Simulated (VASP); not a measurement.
# GaP (F-43m) in VASP: a series of runs, part 2 of 2

VASP 6.6.1. The steps go on from the part before.

## 3. Single point, PBEsol+D3(BJ) (volume scaled by 1.04)

Contents of INCAR:

```
SYSTEM = GaP
PREC = Accurate
ENCUT = 520
EDIFF = 1E-6
ISMEAR = 0
SIGMA = 0.05
LREAL = .FALSE.
LASPH = .TRUE.
NELM = 100
ALGO = Normal
ISIF = 2
LWAVE = .FALSE.
LCHARG = .FALSE.
GGA = PS
IVDW = 12
NBANDS = 16
```

Contents of KPOINTS:

```
Automatic mesh
0
G
  8 8 8
  0 0 0
```

Contents of POSCAR:

```
GaP
1.0
    0.0000000000      2.7310997010      2.7310997010
    2.7310997010      0.0000000000      2.7310997010
    2.7310997010      2.7310997010      0.0000000000
Ga P
1 1
Direct
    0.0000000000      0.0000000000      0.0000000000
    0.7500000000      0.7500000000      0.7500000000
```

Potentials or basis: VASP PAW PBE potentials, release 64 (Ga_d, P).

Run with:

```console
> cat potpaw_PBE.64/Ga_d/POTCAR potpaw_PBE.64/P/POTCAR > POTCAR
> mpirun -np 1 vasp_std > vasp.out
```

OUTCAR:

```text
SYSTEM = GaP
   PREC = Accurate
   ENCUT = 520
   EDIFF = 1E-6
   ISMEAR = 0
   LREAL = .FALSE.
   LASPH = .TRUE.
   NELM = 100
   ISIF = 2
   GGA = PS
   IVDW = 12
 IVDW          = 12

 ion  position               nearest neighbor table
   1  0.000  0.000  0.000-   2 2.37   2 2.37   2 2.37   2 2.37
   2  0.750  0.750  0.750-   1 2.37   1 2.37   1 2.37   1 2.37

  LATTYP: Found a face centered cubic cell.
 ALAT       =     5.4621994020

  Lattice vectors:

 A1 = (   0.0000000000,   2.7310997010,   2.7310997010)
 A2 = (   2.7310997010,   0.0000000000,   2.7310997010)
 A3 = (   2.7310997010,   2.7310997010,   0.0000000000)

Analysis of symmetry for initial positions (statically):
=====================================================================
 Subroutine PRICEL returns:
 Original cell was already a primitive cell.

 Routine SETGRP: Setting up the symmetry group for a
 face centered cubic supercell.

 Subroutine GETGRP returns: Found 24 space group operations
 (whereof 24 operations were pure point group operations)
 out of a pool of 48 trial point group operations.

The static configuration has the point symmetry T_d .

Analysis of symmetry for dynamics (positions and initial velocities):
=====================================================================
 Subroutine PRICEL returns:
 Original cell was already a primitive cell.

 Routine SETGRP: Setting up the symmetry group for a
 face centered cubic supercell.

 Subroutine GETGRP returns: Found 24 space group operations
 (whereof 24 operations were pure point group operations)
 out of a pool of 48 trial point group operations.

The dynamic configuration has the point symmetry T_d .

 Subroutine INISYM returns: Found 24 space group operations
 (whereof 24 operations are pure point group operations),
 and found     1 'primitive' translations

----------------------------------------------------------------------------------------

                                     Primitive cell

  volume of cell :      40.7420

  direct lattice vectors                    reciprocal lattice vectors
     0.000000000  2.731099701  2.731099701    -0.183076436  0.183076436  0.183076436
     2.731099701  0.000000000  2.731099701     0.183076436 -0.183076436  0.183076436
     2.731099701  2.731099701  0.000000000     0.183076436  0.183076436 -0.183076436

  length of vectors
     3.862358237  3.862358237  3.862358237     0.317097689  0.317097689  0.317097689

  position of ions in fractional coordinates (direct lattice)
     0.000000000  0.000000000  0.000000000
     0.750000000  0.750000000  0.750000000

  ion indices of the primitive-cell ions
   primitive index   ion index
                 1           1
                 2           2

----------------------------------------------------------------------------------------

 KPOINTS: Automatic mesh

Automatic generation of k-mesh.
 Grid dimensions read from file:
 generate k-points for:    8    8    8

 Generating k-lattice:

  Cartesian coordinates                     Fractional coordinates (reciprocal lattice)
    -0.022884555  0.022884555  0.022884555     0.125000000  0.000000000  0.000000000
     0.022884555 -0.022884555  0.022884555     0.000000000  0.125000000  0.000000000
     0.022884555  0.022884555 -0.022884555     0.000000000  0.000000000  0.125000000

  Length of vectors
     0.039637211  0.039637211  0.039637211

  Shift w.r.t. Gamma in fractional coordinates (k-lattice)
     0.000000000  0.000000000  0.000000000

 Subroutine IBZKPT returns following result:
 ===========================================

 Found     29 irreducible k-points:

 Following reciprocal coordinates:
            Coordinates               Weight
  0.000000  0.000000  0.000000      1.000000
  0.125000  0.000000  0.000000      8.000000
  0.250000  0.000000  0.000000      8.000000
  0.375000  0.000000  0.000000      8.000000
  0.500000  0.000000  0.000000      4.000000
  0.125000  0.125000  0.000000      6.000000
[... 16 lines left out ...]
  0.500000  0.250000  0.125000     48.000000
 -0.375000  0.250000  0.125000     24.000000
 [... further k-points ...]
   k-points           NKPTS =     29   k-points in BZ     NKDIM =     29   number of bands    NBANDS=     16
   number of dos      NEDOS =    301   number of ions     NIONS =      2
   total plane-waves  NPLWV =  27000
   dimension x,y,z NGX =    30 NGY =   30 NGZ =   30
   dimension x,y,z NGXF=    60 NGYF=   60 NGZF=   60
   ions per type =               1   1
   NGX,Y,Z   is equivalent  to a cutoff of  12.91, 12.91, 12.91 a.u.
   NGXF,Y,Z  is equivalent  to a cutoff of  25.83, 25.83, 25.83 a.u.
 SYSTEM =  GaP
   PREC   = accura    normal or accurate (medium, high low for compatibility)
   ISTART =      0    job   : 0-new  1-cont  2-samecut
   ICHARG =      2    charge: 1-file 2-atom 10-const
   ISPIN  =      1    spin polarized calculation?
   LNONCOLLINEAR =      F non collinear calculations
   LSORBIT =      F    spin-orbit coupling
   LASPH  =      T    aspherical Exc in radial PAW
   ENCUT  =  520.0 eV  38.22 Ry    6.18 a.u.   7.18  7.18  7.18*2*pi/ulx,y,z
   NELM   =    100;   NELMIN=  2; NELMDL= -5     # of ELM steps
   EDIFF  = 0.1E-05   stopping-criterion for ELM
   LREAL  =      F    real-space projection
   EDIFFG = 0.1E-04   stopping-criterion for IOM
   NSW    =      0    number of steps for IOM
   IBRION =     -1    ionic relax: 0-MD 1-quasi-New 2-CG
   NFREE  =      0    steps in history (QN), initial steepest desc. (CG)
   ISIF   =      2    stress and relaxation
   ISYM   =      2    0-nonsym 1-usesym 2-fastsym
   POTIM  = 0.5000    time-step for ionic-motion
   TEBEG  =    0.0;   TEEND  =   0.0 temperature during run
   PSTRESS=    0.0 pullay stress
   NELECT =      18.0000    total number of electrons
   NUPDOWN=      -1.0000    fix difference up-down
   EMIN   =  10.00;   EMAX   =-10.00  energy-range for DOS
   EFERMI =   0.00;   METHOD = LEGACY
   ISMEAR =     0;   SIGMA  =   0.05  broadening in eV -4-tet -1-fermi 0-gaus
   EFERMI_NEDOS =   21; number of points for ismear=-14 and -15
   IALGO  =     38    algorithm
   IMIX   =      4    mixing-type and parameters
     AMIX     =   0.40;   BMIX     =  1.00
     AMIX_MAG =   1.60;   BMIX_MAG =  1.00
  volume/ion in A,a.u.               =      20.37       137.47
  Fermi-wavevector in a.u.,A,eV,Ry     =   1.246861  2.356226 21.152472  1.554663
  Thomas-Fermi vector in A             =   2.381019
   LORBIT       =      0    0 simple, 1 ext, 2 COOP (PROOUT), +10 PAW based schemes
   GGA     = PS    functional components
   LHFCALC =     F    Hartree Fock is set to
   AEXX    =    0.0000 exact exchange contribution
   IVDW    =    12    specifies the selected vdW correction
   LEPSILON=     F    determine dielectric tensor
   LRPA    =     F    only Hartree local field effects (RPA)
 non-spin polarized calculation
 Gauss-broadening in eV      SIGMA  =   0.05
  energy-cutoff  :      520.00
  volume of cell :       40.74
 maximum number of plane-waves:      1121
 NGX is ok and might be reduce to    30
   NGX = 15   NGY = 15   NGZ = 15

 number of electron      17.9999990 magnetization

 Free energy of the ion-electron system (eV)
  ---------------------------------------------------
  ext. energy  EPLUGINS =         0.00000000
  ---------------------------------------------------
  free energy    TOTEN  =        -9.91916594 eV

  energy without entropy =       -9.91916594  energy(sigma->0) =       -9.91916594

 E-fermi :   4.7992     XC(G=0):  -9.9922

 val. band max:        4.5029751403   @ k =   0.0000   0.0000   0.0000
 cond. band min:       6.0330369634   @ k =   0.5000   0.5000   0.0000
 fundamental gap:      1.5300618231
 Fermi energy:         4.7991535524

 k-point     1 :       0.0000    0.0000    0.0000
  band No.  band energies     occupation
      1     -10.0267      2.00000
      2     -10.0267      2.00000
      3     -10.0267      2.00000
      4      -9.9279      2.00000
      5      -9.9279      2.00000
      6      -7.9725      2.00000
[... 8 lines left out ...]
     15      14.2653      0.00000
     16      14.2653      0.00000
[... 419 lines left out ...]
 k-point    24 :      -0.3750    0.2500    0.1250
  band No.  band energies     occupation
      1     -10.1132      2.00000
      2      -9.9962      2.00000
      3      -9.9842      2.00000
      4      -9.9331      2.00000
      5      -9.9207      2.00000
      6      -5.4965      2.00000
[... 8 lines left out ...]
     15      16.3800      0.00000
     16      16.9040      0.00000

 [... further k-points ...]

------------------------ aborting loop because EDIFF is reached ----------------------------------------

 Edisp (eV)   -0.55904

 E8    (eV) :    -0.3610

  FORCE on cell =-STRESS in cart. coord.  units (eV):
  Direction    XX          YY          ZZ          XY          YZ          ZX
  --------------------------------------------------------------------------------------
  -------------------------------------------------------------------------------------
  Total      -0.84967    -0.84967    -0.84967     0.00000     0.00000     0.00000
  in kB     -33.41308   -33.41308   -33.41308     0.00000     0.00000     0.00000
  external pressure =      -33.41 kB  Pullay stress =        0.00 kB

 VOLUME and BASIS-vectors are now :
 -----------------------------------------------------------------------------
  energy-cutoff  :      520.00
  volume of cell :       40.74
      direct lattice vectors                 reciprocal lattice vectors
     0.000000000  2.731099701  2.731099701    -0.183076436  0.183076436  0.183076436
     2.731099701  0.000000000  2.731099701     0.183076436 -0.183076436  0.183076436
     2.731099701  2.731099701  0.000000000     0.183076436  0.183076436 -0.183076436

 POSITION                                       TOTAL-FORCE (eV/Angst)
 -----------------------------------------------------------------------------------
      0.00000      0.00000      0.00000         0.000000      0.000000      0.000000
      4.09665      4.09665      4.09665        -0.000000     -0.000000     -0.000000
 -----------------------------------------------------------------------------------
    total drift:                               -0.000001     -0.000001     -0.000000

  FREE ENERGIE OF THE ION-ELECTRON SYSTEM (eV)
  ---------------------------------------------------
  free  energy   TOTEN  =       -10.4782028685 eV

  energy  without entropy=      -10.4782028685  energy(sigma->0) =      -10.47820287
```

OSZICAR:

```text
N       E                     dE             d eps       ncg     rms          rms(c)
DAV:   1     0.812834976691E+02    0.81283E+02   -0.90046E+03   952   0.159E+03
DAV:   2    -0.381679486281E+01   -0.85100E+02   -0.81321E+02  1096   0.308E+02
DAV:   3    -0.100974023504E+02   -0.62806E+01   -0.62562E+01  1136   0.655E+01
DAV:   4    -0.101993036548E+02   -0.10190E+00   -0.10186E+00  1144   0.910E+00
DAV:   5    -0.102013643340E+02   -0.20607E-02   -0.20606E-02  1184   0.111E+00    0.409E+00
DAV:   6    -0.995919399599E+01    0.24217E+00   -0.35035E-01  1432   0.113E+01    0.259E+00
DAV:   7    -0.992175721155E+01    0.37437E-01   -0.78957E-02  1272   0.217E+00    0.975E-01
DAV:   8    -0.991896020248E+01    0.27970E-02   -0.11785E-02  1152   0.126E+00    0.170E-01
DAV:   9    -0.991911252289E+01   -0.15232E-03   -0.98430E-04  1320   0.427E-01    0.631E-02
DAV:  10    -0.991913893616E+01   -0.26413E-04   -0.61577E-05  1376   0.821E-02    0.282E-02
DAV:  11    -0.991916607264E+01   -0.27136E-04   -0.28345E-05  1056   0.545E-02    0.614E-03
DAV:  12    -0.991916594026E+01    0.13238E-06   -0.95241E-07   928   0.111E-02
   1 F= -.10478203E+02 E0= -.10478203E+02  d E =-.953662E-19
```

It took 18 s on 1 thread of AMD EPYC 9R45 (Zen 5), shared host; peak memory 0.15 GiB.

What came out:

| Quantity | Value |
| --- | --- |
| Free energy | -10.4782 eV |
| Pressure | -3.3 GPa |
| Band gap on the k mesh | 1.53 eV, indirect (least direct gap 1.70 eV) |
| Dispersion energy per atom | -0.280 eV |

Caveat: the PAW data sets were made with another functional, which shifts forces and pressure a little. A k mesh can miss the band edges.

## 4. Single point, LDA (volume scaled by 1.04)

Contents of INCAR:

```
  PREC = Accurate
  ENCUT = 520
  EDIFF = 1E-6
  ISMEAR = 0
  SIGMA = 0.05
  LREAL = False
  LASPH = True
  NELM = 100
  ALGO = Normal
  ISIF = 2
  LWAVE = False
  LCHARG = False
  NBANDS = 16
```

Contents of KPOINTS:

```
regular mesh
0
Gamma
  8 8 8
```

Contents of POSCAR:

```
GaP
1.0
    0.0000000000      2.7310510220      2.7310510220
    2.7310510220      0.0000000000      2.7310510220
    2.7310510220      2.7310510220      0.0000000000
Ga P
1 1
Direct
    0.0000000000      0.0000000000      0.0000000000
    0.7500000000      0.7500000000      0.7500000000
```

Potentials or basis: VASP PAW LDA potentials, release 64 (Ga_d, P).

Run with:

```console
> cat potpaw_LDA.64/Ga_d/POTCAR potpaw_LDA.64/P/POTCAR > POTCAR
> mpirun -np 1 vasp_std > vasp.out
```

Run time: 19 s. Hardware: 1 thread of AMD EPYC 9R45 (Zen 5), shared host; peak memory 0.12 GiB.

The run converged. Its results:

```
Free energy            : -10.4356 eV
Pressure               : -3.2 GPa
Band gap on the k mesh : 1.50 eV, indirect (least direct gap 1.58 eV)
```

Levels at points of the mesh, in eV from the valence-band top:
| k point | band 5 | band 6 | band 7 | band 8 | band 9 | band 10 | band 11 | band 12 | band 13 | band 14 |
| --- | --- | --- | --- | --- | --- | --- | --- | --- | --- | --- |
| (0.00, 0.00, 0.00) | -14.60 | -12.46 | 0.00 | 0.00 | 0.00 | 1.58 | 3.79 | 3.79 | 3.79 | 8.46 |
| (0.50, 0.00, 0.00) | -14.59 | -10.40 | -6.67 | -1.12 | -1.12 | 1.50 | 4.63 | 4.63 | 8.04 | 10.59 |
| (0.50, 0.50, 0.00) | -14.58 | -9.49 | -6.81 | -2.69 | -2.69 | 1.51 | 1.69 | 10.41 | 10.41 | 10.91 |

## 5. Overview

| level | potentials or basis | cell | gap on the mesh (eV) | pressure (GPa) |
| --- | --- | --- | --- | --- |
| PBE+D3(BJ) | VASP PAW PBE potentials, release 64 (Ga_d, P) | a = 3.823 Å, angles 60.0°, 2 atoms | 1.60 | 1.8 |
| PBEsol+D3(BJ) | VASP PAW PBE potentials, release 64 (Ga_d, P) | a = 3.862 Å, angles 60.0°, 2 atoms | 1.53 | -3.3 |
| LDA | VASP PAW LDA potentials, release 64 (Ga_d, P) | a = 3.862 Å, angles 60.0°, 2 atoms | 1.50 | -3.2 |

Alike in all rows: task single point; no spin polarisation; k mesh 8 × 8 × 8; cutoff (eV) 520; smearing gaussian 0.05 eV.

Caveats: the PAW data sets were made with another functional, which shifts forces and pressure a little (some runs).

Total energies depend on the potentials used, so only differences within one code and one set of settings carry meaning.
